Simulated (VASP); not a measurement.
# La (Fm-3m) in VASP: a series of runs

The runs below take La through single point, with pbe exchange, lda correlation.

Everything below comes from runs of VASP 6.6.1. Logs are shortened: lines on timing, memory, paths and dates and some standing lists are left out, and cuts for length are marked.

### 1 The cell of the first run

Symmetry: Fm-3m, No. 225, cubic system. Conventional cell: a = 5.183 Å, b = 5.183 Å, c = 5.183 Å, α = 90.00°, β = 90.00°, γ = 90.00°. La (site symmetry m-3m) has 12 La at 3.66 Å within 4.8 Å.

This isn't the form of La at room conditions, which is double hcp.

### 2 Single point, pbe exchange, lda correlation, collinear spin (34.81 Å³/atom)

Contents of INCAR:

```
PREC     = Accurate       # precision mode
ENCUT    = 500            # plane-wave cutoff, eV
EDIFF    = 1E-6           # SCF threshold, eV
ISMEAR   = 1              # smearing method
SIGMA    = 0.025          # smearing width, eV
LREAL    = False          # projectors in reciprocal space
LASPH    = True           # aspherical terms in the spheres
NELM     = 200            # most SCF steps
ALGO     = Normal         # electronic algorithm
ISIF     = 2              # what is computed and relaxed
LWAVE    = False          # write WAVECAR
LCHARG   = False          # write CHGCAR
ISPIN    = 2              # spin polarisation
MAGMOM   = 1              # initial moments
LORBIT   = 11             # projections on sites
NUPDOWN  = 1.0            # fixed moment
LMAXMIX  = 6              # l up to which the mixer works
GGA      = LIBXC          # functional
LIBXC1   = GGA_X_PBE    
LIBXC2   = LDA_C_PW     
NBANDS   = 16             # bands
GGA_COMPAT= False
```

Contents of KPOINTS:

```
Automatic mesh
0
Gamma
  9 9 9
```

Contents of POSCAR:

```
La
1.0
    0.0000000000      2.5914950506      2.5914950506
    2.5914950506      0.0000000000      2.5914950506
    2.5914950506      2.5914950506      0.0000000000
La
1
Direct
    0.0000000000      0.0000000000      0.0000000000
```

Potentials or basis: VASP PAW PBE potentials, release 64 (La).

Run with:

```sh
$ cat potpaw_PBE.64/La/POTCAR > POTCAR
$ mpirun -np 1 vasp_std > vasp.out
```

OUTCAR:

```text
PREC = Accurate
   ENCUT = 500
   EDIFF = 1E-6
   ISMEAR = 1
   LREAL = False
   LASPH = True
   NELM = 200
   ISIF = 2
   ISPIN = 2
   LORBIT = 11
   NUPDOWN = 1.0
   GGA = LIBXC

 ion  position               nearest neighbor table
   1  0.000  0.000  0.000-

  LATTYP: Found a face centered cubic cell.
 ALAT       =     5.1829901012

  Lattice vectors:

 A1 = (   0.0000000000,   2.5914950506,   2.5914950506)
 A2 = (   2.5914950506,   0.0000000000,   2.5914950506)
 A3 = (   2.5914950506,   2.5914950506,   0.0000000000)

Analysis of symmetry for initial positions (statically):
=====================================================================
 Subroutine PRICEL returns:
 Original cell was already a primitive cell.

 Routine SETGRP: Setting up the symmetry group for a
 face centered cubic supercell.

 Subroutine GETGRP returns: Found 48 space group operations
 (whereof 48 operations were pure point group operations)
 out of a pool of 48 trial point group operations.

The static configuration has the point symmetry O_h .

Analysis of symmetry for dynamics (positions and initial velocities):
=====================================================================
 Subroutine PRICEL returns:
 Original cell was already a primitive cell.

 Routine SETGRP: Setting up the symmetry group for a
 face centered cubic supercell.

 Subroutine GETGRP returns: Found 48 space group operations
 (whereof 48 operations were pure point group operations)
 out of a pool of 48 trial point group operations.

The dynamic configuration has the point symmetry O_h .

Analysis of structural, dynamic, and magnetic symmetry:
=====================================================================
 Subroutine PRICEL returns:
 Original cell was already a primitive cell.

 Routine SETGRP: Setting up the symmetry group for a
 face centered cubic supercell.

 Subroutine GETGRP returns: Found 48 space group operations
 (whereof 48 operations were pure point group operations)
 out of a pool of 48 trial point group operations.

The overall configuration has the point symmetry O_h .

 Subroutine INISYM returns: Found 48 space group operations
 (whereof 48 operations are pure point group operations),
 and found     1 'primitive' translations

----------------------------------------------------------------------------------------

                                     Primitive cell

  volume of cell :      34.8082

  direct lattice vectors                    reciprocal lattice vectors
     0.000000000  2.591495051  2.591495051    -0.192938821  0.192938821  0.192938821
     2.591495051  0.000000000  2.591495051     0.192938821 -0.192938821  0.192938821
     2.591495051  2.591495051  0.000000000     0.192938821  0.192938821 -0.192938821

  length of vectors
     3.664927447  3.664927447  3.664927447     0.334179841  0.334179841  0.334179841

  position of ions in fractional coordinates (direct lattice)
     0.000000000  0.000000000  0.000000000

  ion indices of the primitive-cell ions
   primitive index   ion index
                 1           1

----------------------------------------------------------------------------------------

 KPOINTS: Automatic mesh

Automatic generation of k-mesh.
 Grid dimensions read from file:
 generate k-points for:    9    9    9

 Generating k-lattice:

  Cartesian coordinates                     Fractional coordinates (reciprocal lattice)
    -0.021437647  0.021437647  0.021437647     0.111111111  0.000000000  0.000000000
     0.021437647 -0.021437647  0.021437647     0.000000000  0.111111111  0.000000000
     0.021437647  0.021437647 -0.021437647     0.000000000  0.000000000  0.111111111

  Length of vectors
     0.037131093  0.037131093  0.037131093

  Shift w.r.t. Gamma in fractional coordinates (k-lattice)
     0.000000000  0.000000000  0.000000000

 Subroutine IBZKPT returns following result:
 ===========================================

 Found     35 irreducible k-points:

 Following reciprocal coordinates:
            Coordinates               Weight
  0.000000  0.000000  0.000000      1.000000
  0.111111  0.000000  0.000000      8.000000
  0.222222  0.000000  0.000000      8.000000
  0.333333  0.000000  0.000000      8.000000
  0.444444  0.000000  0.000000      8.000000
  0.111111  0.111111  0.000000      6.000000
[... 16 lines left out ...]
 -0.333333  0.333333  0.000000     12.000000
  0.444444  0.444444  0.000000      6.000000
 [... further k-points ...]
   k-points           NKPTS =     35   k-points in BZ     NKDIM =     35   number of bands    NBANDS=     16
   number of dos      NEDOS =    301   number of ions     NIONS =      1
   total plane-waves  NPLWV =  21952
   dimension x,y,z NGX =    28 NGY =   28 NGZ =   28
   dimension x,y,z NGXF=    56 NGYF=   56 NGZF=   56
   ions per type =               1
   NGX,Y,Z   is equivalent  to a cutoff of  12.70, 12.70, 12.70 a.u.
   NGXF,Y,Z  is equivalent  to a cutoff of  25.40, 25.40, 25.40 a.u.
 SYSTEM =  unknown system
   PREC   = accura    normal or accurate (medium, high low for compatibility)
   ISTART =      0    job   : 0-new  1-cont  2-samecut
   ICHARG =      2    charge: 1-file 2-atom 10-const
   ISPIN  =      2    spin polarized calculation?
   LNONCOLLINEAR =      F non collinear calculations
   LSORBIT =      F    spin-orbit coupling
   LASPH  =      T    aspherical Exc in radial PAW
   ENCUT  =  500.0 eV  36.75 Ry    6.06 a.u.   6.68  6.68  6.68*2*pi/ulx,y,z
   NELM   =    200;   NELMIN=  2; NELMDL= -5     # of ELM steps
   EDIFF  = 0.1E-05   stopping-criterion for ELM
   LREAL  =      F    real-space projection
   EDIFFG = 0.1E-04   stopping-criterion for IOM
   NSW    =      0    number of steps for IOM
   IBRION =     -1    ionic relax: 0-MD 1-quasi-New 2-CG
   NFREE  =      0    steps in history (QN), initial steepest desc. (CG)
   ISIF   =      2    stress and relaxation
   ISYM   =      2    0-nonsym 1-usesym 2-fastsym
   POTIM  = 0.5000    time-step for ionic-motion
   TEBEG  =    0.0;   TEEND  =   0.0 temperature during run
   PSTRESS=    0.0 pullay stress
   NELECT =      11.0000    total number of electrons
   NUPDOWN=       1.0000    fix difference up-down
   EMIN   =  10.00;   EMAX   =-10.00  energy-range for DOS
   EFERMI =   0.00;   METHOD = LEGACY
   ISMEAR =     1;   SIGMA  =   0.03  broadening in eV -4-tet -1-fermi 0-gaus
   EFERMI_NEDOS =   21; number of points for ismear=-14 and -15
   IALGO  =     38    algorithm
   IMIX   =      4    mixing-type and parameters
     AMIX     =   0.40;   BMIX     =  1.00
     AMIX_MAG =   1.60;   BMIX_MAG =  1.00
  volume/ion in A,a.u.               =      34.81       234.90
  Fermi-wavevector in a.u.,A,eV,Ry     =   1.115095  2.107225 16.917997  1.243438
  Thomas-Fermi vector in A             =   2.251697
   LORBIT       =     11    0 simple, 1 ext, 2 COOP (PROOUT), +10 PAW based schemes
   GGA     = LIBXC    functional components
   LHFCALC =     F    Hartree Fock is set to
   AEXX    =    0.0000 exact exchange contribution
   IVDW    =     0    specifies the selected vdW correction
   LEPSILON=     F    determine dielectric tensor
   LRPA    =     F    only Hartree local field effects (RPA)
 spin polarized calculation
 Methfessel and Paxton  Order N= 1 SIGMA  =   0.03
  energy-cutoff  :      500.00
  volume of cell :       34.81
 maximum number of plane-waves:       899
   NGX = 13   NGY = 13   NGZ = 13

 number of electron      11.0000000 magnetization       1.0000000

 Free energy of the ion-electron system (eV)
  ---------------------------------------------------
  ext. energy  EPLUGINS =         0.00000000
  ---------------------------------------------------
  free energy    TOTEN  =        -3.56793600 eV

  energy without entropy =       -3.56776826  energy(sigma->0) =       -3.56788009

 E-fermi :   8.2336     XC(G=0):  -9.6112

 val. band max:        8.9127371609   @ k =  -0.4444   0.1111   0.0000
 cond. band min:       8.3088249885   @ k =   0.4444   0.3333   0.1111
 fundamental gap:     -0.6039121724
 Fermi energy:         8.9147398162

 spin component 1

 k-point     1 :       0.0000    0.0000    0.0000
  band No.  band energies     occupation
      1     -24.4425      1.00000
      2      -7.3022      1.00000
      3      -7.3022      1.00000
      4      -7.3022      1.00000
      5       5.2943      1.00000
      6       9.6992      0.00000
[... 8 lines left out ...]
     15      11.0355      0.00000
     16      12.5292      0.00000

 k-point     2 :       0.1111    0.0000    0.0000
  band No.  band energies     occupation
      1     -24.4141      1.00000
      2      -7.5225      1.00000
      3      -7.3277      1.00000
      4      -7.3277      1.00000
      5       5.6834      1.00000
      6       9.1152     -0.00000
[... 8 lines left out ...]
     15      11.0820      0.00000
     16      12.4697      0.00000

 k-point     3 :       0.2222    0.0000    0.0000
  band No.  band energies     occupation
      1     -24.3412      1.00000
      2      -8.0423      1.00000
      3      -7.3911      1.00000
      4      -7.3911      1.00000
      5       6.4646      1.00000
      6       8.8475      1.00048
[... 8 lines left out ...]
     15      11.0887      0.00000
     16      12.6968      0.00000
[... 362 lines left out ...]
 k-point    23 :      -0.3333    0.3333    0.0000
  band No.  band energies     occupation
      1     -24.1290      1.00000
      2      -8.4410      1.00000
      3      -8.4234      1.00000
      4      -7.6853      1.00000
      5       7.3491      1.00000
      6       8.6665      1.00000
[... 8 lines left out ...]
     15      12.2658      0.00000
     16      13.7970      0.00000

 k-point    24 :       0.4444    0.4444    0.0000
  band No.  band energies     occupation
      1     -24.1193      1.00000
      2      -8.8016      1.00000
      3      -7.8728      1.00000
      4      -7.8728      1.00000
      5       6.3804      1.00000
      6       6.8327      1.00000
[... 8 lines left out ...]
     15      14.5837      0.00000
     16      14.8333      0.00000

 [... further k-points ...]

 spin component 2

 k-point     1 :       0.0000    0.0000    0.0000
  band No.  band energies     occupation
      1     -24.2443      1.00000
      2      -7.0191      1.00000
      3      -7.0191      1.00000
      4      -7.0191      1.00000
      5       6.0027      1.00000
      6       9.9863      0.00000
[... 8 lines left out ...]
     15      11.0414      0.00000
     16      12.8773      0.00000

 k-point     2 :       0.1111    0.0000    0.0000
  band No.  band energies     occupation
      1     -24.2173      1.00000
      2      -7.2285      1.00000
      3      -7.0435      1.00000
      4      -7.0435      1.00000
      5       6.3872      1.00000
      6       9.6167      0.00000
[... 8 lines left out ...]
     15      11.1800      0.00000
     16      12.8008      0.00000

 k-point     3 :       0.2222    0.0000    0.0000
  band No.  band energies     occupation
      1     -24.1477      1.00000
      2      -7.7247      1.00000
      3      -7.1043      1.00000
      4      -7.1043      1.00000
      5       7.1679      1.00000
      6       9.4263      0.00000
[... 8 lines left out ...]
     15      11.2726      0.00000
     16      13.0220      0.00000
[... 362 lines left out ...]
 k-point    23 :      -0.3333    0.3333    0.0000
  band No.  band energies     occupation
      1     -23.9457      1.00000
      2      -8.1085      1.00000
      3      -8.0880      1.00000
      4      -7.3873      1.00000
      5       7.9241      1.00000
      6       9.3089      0.00000
[... 8 lines left out ...]
     15      12.5549      0.00000
     16      14.2168      0.00000

 k-point    24 :       0.4444    0.4444    0.0000
  band No.  band energies     occupation
      1     -23.9365      1.00000
      2      -8.4483      1.00000
      3      -7.5685      1.00000
      4      -7.5685      1.00000
      5       6.9072      1.00000
      6       7.5751      1.00000
[... 8 lines left out ...]
     15      14.8557      0.00000
     16      15.2630      0.00000

 [... further k-points ...]

------------------------ aborting loop because EDIFF is reached ----------------------------------------

  FORCE on cell =-STRESS in cart. coord.  units (eV):
  Direction    XX          YY          ZZ          XY          YZ          ZX
  --------------------------------------------------------------------------------------
  -------------------------------------------------------------------------------------
  Total        1.4774540      1.4774540      1.4774540      0.0000000      0.0000000     -0.0000000
  in kB       68.0054017     68.0054017     68.0054017      0.0000000      0.0000000     -0.0000000
  external PRESSURE =      68.0054017 kB  Pullay stress =       0.0000000 kB

 VOLUME and BASIS-vectors are now :
 -----------------------------------------------------------------------------
  energy-cutoff  :      500.00
  volume of cell :       34.81
      direct lattice vectors                 reciprocal lattice vectors
     0.000000000  2.591495051  2.591495051    -0.192938821  0.192938821  0.192938821
     2.591495051  0.000000000  2.591495051     0.192938821 -0.192938821  0.192938821
     2.591495051  2.591495051  0.000000000     0.192938821  0.192938821 -0.192938821

 POSITION                                       TOTAL-FORCE (eV/Angst)
 -----------------------------------------------------------------------------------
      0.00000      0.00000      0.00000         0.000000      0.000000     -0.000000
 -----------------------------------------------------------------------------------
    total drift:                                0.000000      0.000000      0.000000

  FREE ENERGIE OF THE ION-ELECTRON SYSTEM (eV)
  ---------------------------------------------------
  free  energy   TOTEN  =        -3.5679360026 eV

  energy  without entropy=       -3.5677682564  energy(sigma->0) =       -3.56788009

 total charge

# of ion       s       p       d       f       tot
--------------------------------------------------
    1        2.047   5.566   0.950   0.137   8.699

 magnetization (x)

# of ion       s       p       d       f       tot
--------------------------------------------------
    1        0.010   0.027   0.343   0.088   0.468
```

Run time: 25 s. Hardware: 1 thread of Intel Xeon 6975P-C (Granite Rapids), shared host; peak memory 0.19 GiB.

Results:

* Free energy: -3.5679 eV
* Pressure: 6.8 GPa
* Net moment: 1.00 μB per cell
* Site moments: La +0.47 μB
* Valence electrons inside the program's atomic spheres: La 8.70

Caveat: the cell stands under pressure; the PAW data sets were made with another functional, which shifts forces and pressure a little; spin-orbit coupling is left out, which moves the levels of the heavy elements; the total moment is fixed, so each spin has its own Fermi level.

(Continued in part 2 of 2.)
